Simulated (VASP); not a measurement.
# AlCl (Pmmn) in VASP: density of states with PBE

Aim: the density of states of AlCl with PBE.

Everything below comes from runs of VASP 6.6.1. Logs are shortened: lines on timing, memory, paths and dates and some standing lists are left out, and cuts for length are marked.

### Step 1. The cell of the first run

The structure is orthorhombic, space group Pmmn (No. 59). Conventional cell: a = 3.514 Å, b = 3.557 Å, c = 9.026 Å, α = 90.00°, β = 90.00°, γ = 90.00°. Within 2.8 Å of Al (site symmetry mm2) lie 1 Cl at 2.09 Å and 4 Al at 2.80 Å. Cl (site symmetry mm2) has 1 Al at 2.09 Å within 2.8 Å.

### Step 2. Density of states, PBE

POSCAR

```
AlCl
1.0
    3.5565961534      0.0000000000      0.0000000000
    0.0000000000      3.5135379290      0.0000000000
    0.0000000000      0.0000000000      9.0259528623
Al Cl
2 2
Direct
    0.0000000000      0.0000000000      0.4303420881
    0.5000000000      0.5000000000      0.5696579119
    0.0000000000      0.0000000000      0.1983810440
    0.5000000000      0.5000000000      0.8016189560
```

INCAR.step1

```
SYSTEM = AlCl
PREC     = Accurate       ! precision mode
ENCUT    = 520            ! plane-wave cutoff, eV
EDIFF    = 1E-6           ! SCF threshold, eV
ISMEAR   = 0              ! smearing method
SIGMA    = 0.1            ! smearing width, eV
LREAL    = .FALSE.        ! projectors in reciprocal space
LASPH    = .TRUE.         ! aspherical terms in the spheres
NELM     = 100            ! most SCF steps
ALGO     = Normal         ! electronic algorithm
ISIF     = 2              ! what is computed and relaxed
LWAVE    = .FALSE.        ! write WAVECAR
LCHARG   = .TRUE.         ! write CHGCAR
GGA      = PE             ! functional
NBANDS   = 18             ! bands
```

KPOINTS.step1

```
regular mesh
0
G
  14 12 6
  0 0 0
```

INCAR.step2

```
SYSTEM = AlCl
PREC     = Accurate       ! precision mode
ENCUT    = 520            ! plane-wave cutoff, eV
EDIFF    = 1E-6           ! SCF threshold, eV
ISMEAR   = -5             ! smearing method
SIGMA    = 0.1            ! smearing width, eV
LREAL    = .FALSE.        ! projectors in reciprocal space
LASPH    = .TRUE.         ! aspherical terms in the spheres
NELM     = 100            ! most SCF steps
ALGO     = Normal         ! electronic algorithm
ISIF     = 2              ! what is computed and relaxed
LWAVE    = .FALSE.        ! write WAVECAR
LCHARG   = .FALSE.        ! write CHGCAR
GGA      = PE             ! functional
LORBIT   = 11             ! projections on sites
NBANDS   = 18             ! bands
NEDOS    = 1001           ! points of the DOS
ICHARG   = 11             ! starting density
```

KPOINTS.step2

```
regular mesh
0
G
  21 18 9
  0 0 0
```

Potentials or basis: VASP PAW PBE potentials, release 64 (Al, Cl).

Started as:

```console
$ cat potpaw_PBE.64/Al/POTCAR potpaw_PBE.64/Cl/POTCAR > POTCAR
$ cp INCAR.step1 INCAR
$ cp KPOINTS.step1 KPOINTS
$ mpirun -np 1 vasp_std > vasp.out
$ cp INCAR.step2 INCAR
$ cp KPOINTS.step2 KPOINTS
$ mpirun -np 1 vasp_std > vasp.out
```

OUTCAR:

```text
SYSTEM = AlCl
   PREC = Accurate
   ENCUT = 520
   EDIFF = 1E-6
   ISMEAR = -5
   LREAL = .FALSE.
   LASPH = .TRUE.
   NELM = 100
   ISIF = 2
   GGA = PE
   LORBIT = 11
   ICHARG = 11

 ion  position               nearest neighbor table
   1  0.000  0.000  0.430-   3 2.09   2 2.80   2 2.80   2 2.80   2 2.80
   2  0.500  0.500  0.570-   4 2.09   1 2.80   1 2.80   1 2.80   1 2.80
   3  0.000  0.000  0.198-   1 2.09
   4  0.500  0.500  0.802-   2 2.09

  LATTYP: Found a simple orthorhombic cell.
 ALAT       =     3.5135379290
 B/A-ratio  =     1.0122549479
 C/A-ratio  =     2.5689071940

  Lattice vectors:

 A1 = (   0.0000000000,  -3.5135379290,   0.0000000000)
 A2 = (   3.5565961534,   0.0000000000,   0.0000000000)
 A3 = (   0.0000000000,   0.0000000000,   9.0259528623)

Analysis of symmetry for initial positions (statically):
=====================================================================
 Subroutine PRICEL returns:
 Original cell was already a primitive cell.

 Routine SETGRP: Setting up the symmetry group for a
 simple orthorhombic supercell.

 Subroutine GETGRP returns: Found  8 space group operations
 (whereof  4 operations were pure point group operations)
 out of a pool of  8 trial point group operations.

The static configuration has the point symmetry C_2v.
 The point group associated with its full space group is D_2h.

Analysis of symmetry for dynamics (positions and initial velocities):
=====================================================================
 Subroutine PRICEL returns:
 Original cell was already a primitive cell.

 Routine SETGRP: Setting up the symmetry group for a
 simple orthorhombic supercell.

 Subroutine GETGRP returns: Found  8 space group operations
 (whereof  4 operations were pure point group operations)
 out of a pool of  8 trial point group operations.

The dynamic configuration has the point symmetry C_2v.
 The point group associated with its full space group is D_2h.

 Subroutine INISYM returns: Found  8 space group operations
 (whereof  4 operations are pure point group operations),
 and found     1 'primitive' translations

----------------------------------------------------------------------------------------

                                     Primitive cell

  volume of cell :     112.7904
[... 101 lines left out ...]
   ISIF   =      2    stress and relaxation
   ISYM   =      2    0-nonsym 1-usesym 2-fastsym
   POTIM  = 0.5000    time-step for ionic-motion
   TEBEG  =    0.0;   TEEND  =   0.0 temperature during run
   PSTRESS=    0.0 pullay stress
   NELECT =      20.0000    total number of electrons
   NUPDOWN=      -1.0000    fix difference up-down
   EMIN   =  10.00;   EMAX   =-10.00  energy-range for DOS
   EFERMI =   0.00;   METHOD = LEGACY
   ISMEAR =    -5;   SIGMA  =   0.10  broadening in eV -4-tet -1-fermi 0-gaus
   EFERMI_NEDOS =   21; number of points for ismear=-14 and -15
   IALGO  =     38    algorithm
   IMIX   =      4    mixing-type and parameters
     AMIX     =   0.40;   BMIX     =  1.00
     AMIX_MAG =   1.60;   BMIX_MAG =  1.00
  volume/ion in A,a.u.               =      28.20       190.29
  Fermi-wavevector in a.u.,A,eV,Ry     =   0.919731  1.738039 11.509233  0.845905
  Thomas-Fermi vector in A             =   2.044957
   LORBIT       =     11    0 simple, 1 ext, 2 COOP (PROOUT), +10 PAW based schemes
   GGA     = PE    functional components
   LHFCALC =     F    Hartree Fock is set to
   AEXX    =    0.0000 exact exchange contribution
   IVDW    =     0    specifies the selected vdW correction
   LEPSILON=     F    determine dielectric tensor
   LRPA    =     F    only Hartree local field effects (RPA)
 non-spin polarized calculation
 Fermi weights with tetrahedron method with Bloechl corrections
  energy-cutoff  :      520.00
  volume of cell :      112.79
 maximum number of plane-waves:      3078
 NGX is ok and might be reduce to    28

 number of electron      20.0000002 magnetization

 Free energy of the ion-electron system (eV)
  ---------------------------------------------------
  ext. energy  EPLUGINS =         0.00000000
  ---------------------------------------------------
  free energy    TOTEN  =       -13.92744968 eV

  energy without entropy =      -13.92744968  energy(sigma->0) =      -13.92744968

 E-fermi :   1.4099     XC(G=0):  -7.6799

 val. band max:        1.4526304504   @ k =   0.1905   0.2222   0.4444
 cond. band min:       1.3359382947   @ k =   0.3810   0.5000   0.0000
 fundamental gap:     -0.1166921557
 Fermi energy:         1.4099068228

 k-point     1 :       0.0000    0.0000    0.0000
  band No.  band energies     occupation
      1     -13.7299      2.00000
      2     -13.6594      2.00000
      3      -6.4989      2.00000
      4      -3.4376      2.00000
      5      -2.3532      2.00000
      6      -0.5400      2.00000
[... 481 lines left out ...]
      5      -2.3288      2.00000
      6      -0.7647      2.00000
[... 10 lines left out ...]
     17       9.2309      0.00000
     18       9.6413      0.00000

 [... further k-points ...]

------------------------ aborting loop because EDIFF is reached ----------------------------------------

  FORCE on cell =-STRESS in cart. coord.  units (eV):
  Direction    XX          YY          ZZ          XY          YZ          ZX
  --------------------------------------------------------------------------------------
  -------------------------------------------------------------------------------------
  Total       -0.0969502      0.0174207     -0.1686014      0.0000000      0.0000000      0.0000000
  in kB       -1.3771685      0.2474587     -2.3949674      0.0000000      0.0000000      0.0000000
  external PRESSURE =      -1.1748924 kB  Pullay stress =       0.0000000 kB

 VOLUME and BASIS-vectors are now :
 -----------------------------------------------------------------------------
  energy-cutoff  :      520.00
  volume of cell :      112.79
      direct lattice vectors                 reciprocal lattice vectors
     3.556596153  0.000000000  0.000000000     0.281167711  0.000000000  0.000000000
     0.000000000  3.513537929  0.000000000     0.000000000  0.284613407  0.000000000
     0.000000000  0.000000000  9.025952862     0.000000000  0.000000000  0.110791627

 POSITION                                       TOTAL-FORCE (eV/Angst)
 -----------------------------------------------------------------------------------
      0.00000      0.00000      3.88425         0.000000      0.000000     -0.035673
      1.77830      1.75677      5.14171         0.000000      0.000000      0.035673
      0.00000      0.00000      1.79058         0.000000      0.000000      0.035702
      1.77830      1.75677      7.23537         0.000000      0.000000     -0.035702
 -----------------------------------------------------------------------------------
    total drift:                               -0.000000      0.000000      0.000000

  FREE ENERGIE OF THE ION-ELECTRON SYSTEM (eV)
  ---------------------------------------------------
  free  energy   TOTEN  =       -13.9274496840 eV

  energy  without entropy=      -13.9274496840  energy(sigma->0) =      -13.92744968

 total charge

# of ion       s       p       d       tot
------------------------------------------
    1        0.428   0.335   0.000   0.763
    2        0.428   0.335   0.000   0.763
    3        1.607   3.530   0.000   5.137
    4        1.607   3.530   0.000   5.137
--------------------------------------------------
tot          4.070   7.730   0.000  11.800
```

OUTCAR.step1:

```text
SYSTEM = AlCl
   PREC = Accurate
   ENCUT = 520
   EDIFF = 1E-6
   ISMEAR = 0
   LREAL = .FALSE.
   LASPH = .TRUE.
   NELM = 100
[... 736 lines left out ...]
      1.77830      1.75677      5.14171         0.000000      0.000000      0.035078
      0.00000      0.00000      1.79058         0.000000      0.000000      0.033095
      1.77830      1.75677      7.23537         0.000000      0.000000     -0.033095
 -----------------------------------------------------------------------------------
    total drift:                               -0.000000      0.000000     -0.000000

  FREE ENERGIE OF THE ION-ELECTRON SYSTEM (eV)
  ---------------------------------------------------
  free  energy   TOTEN  =       -13.9334502987 eV

  energy  without entropy=      -13.9301888242  energy(sigma->0) =      -13.93181956
```

Run time: 18 min. Hardware: 1 thread of Intel Xeon Platinum 8175M at 2.50GHz (Skylake/Cascade Lake), shared host; peak memory 0.9 GiB.

What came out:

| Quantity | Value |
| --- | --- |
| Valence electrons inside the program's atomic spheres | Al 0.76; Cl 5.14 |

Caveat: this functional lacks dispersion, which binds the layers, so the pressure and a relaxed spacing across them are unreliable; tetrahedron occupations give inexact forces and stress in metals.
